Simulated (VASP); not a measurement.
Here is a VASP 6.6.1 calculation.

Contents of INCAR:

```
SYSTEM = Zr
ALGO = Normal
EDIFF = 1E-6
ENCUT = 500
GGA = CA
GGA_COMPAT = .FALSE.
ISIF = 2
ISMEAR = -1
LASPH = .TRUE.
LCHARG = .FALSE.
LREAL = .FALSE.
LWAVE = .FALSE.
NBANDS = 12
NELM = 120
PREC = Accurate
SIGMA = 0.05
```

File KPOINTS:

```
k-points
0
G
  10 10 10
  0 0 0
```

File POSCAR:

```
Zr
1.0
   -1.7855375418      1.7855375418      1.7855375418
    1.7855375418     -1.7855375418      1.7855375418
    1.7855375418      1.7855375418     -1.7855375418
Zr
1
Direct
    0.0000000000      0.0000000000      0.0000000000
```

Potentials or basis: VASP PAW LDA potentials, release 64 (Zr_sv).

Run with:

```sh
$ cat potpaw_LDA.64/Zr_sv/POTCAR > POTCAR
$ mpirun -np 1 vasp_std > vasp.out
```

Question: Estimate the band gap on the k mesh.

Answer: Zero (band 6 reaches 9.86 eV, above the bottom of band 7 at 8.15 eV).

Question: What does it give for the pressure?

Answer: -6.9 GPa.
